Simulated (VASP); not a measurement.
Wanted: the native input for a VASP 6.6.1 run.

```
Task                   : electric field gradients
Functional             : PBEsol
Potentials or basis    : VASP PAW PBE potentials, release 64 (Ti_sv)
Cutoff                 : 520 eV
k mesh                 : 14 × 14 × 8
Occupations            : fermi-dirac, width 0.05 eV
Spin                   : no spin polarisation
Dipole correction      : no
Further INCAR settings : ALGO = Normal; EDIFF = 1e-08; NBANDS = 19
```

The structure of Ti lies in POSCAR:

```
Ti
1.0
    3.0078556446      0.0000000000      0.0000000000
   -1.5039278223      2.6048793991      0.0000000000
    0.0000000000      0.0000000000      4.7779056859
Ti
2
Direct
    0.3333333333      0.6666666667      0.2500000000
    0.6666666667      0.3333333333      0.7500000000
```

These files were run (other wordings do the same):

INCAR

```
SYSTEM = Ti
PREC = Accurate ; ENCUT = 520
EDIFF = 1E-8 ; ISMEAR = -1
SIGMA = 0.05 ; LREAL = .False.
LASPH = .True. ; NELM = 80
ALGO = Normal ; ISIF = 2
LWAVE = .False. ; LCHARG = .False.
GGA = PS ; LEFG = .True.
NBANDS = 19
```

KPOINTS

```
Automatic mesh
0
Gamma
  14 14 8
  0 0 0
```

Potentials or basis: VASP PAW PBE potentials, release 64 (Ti_sv).

Command:

```bash
$ cat potpaw_PBE.64/Ti_sv/POTCAR > POTCAR
$ mpirun -np 1 vasp_std > vasp.out
```

Results of the run:

| Item | Value |
| --- | --- |
| Pressure | -11.1 GPa |
| Band gap on the k mesh | zero (bands 12 and 13 overlap by 1.00 eV) |
| Largest electric field gradient by atom | Ti +14.4 V/Å² |

Caveat: the cell stands under tension; without QUAD_EFG the Cq values of the log hold for a quadrupole moment of 1 mb, not for the nuclei; the PAW data sets were made with another functional, which shifts forces and pressure a little.

It took 120 s on 1 thread of Intel Xeon 8259CL (shared host), peak memory 0.2 GiB.
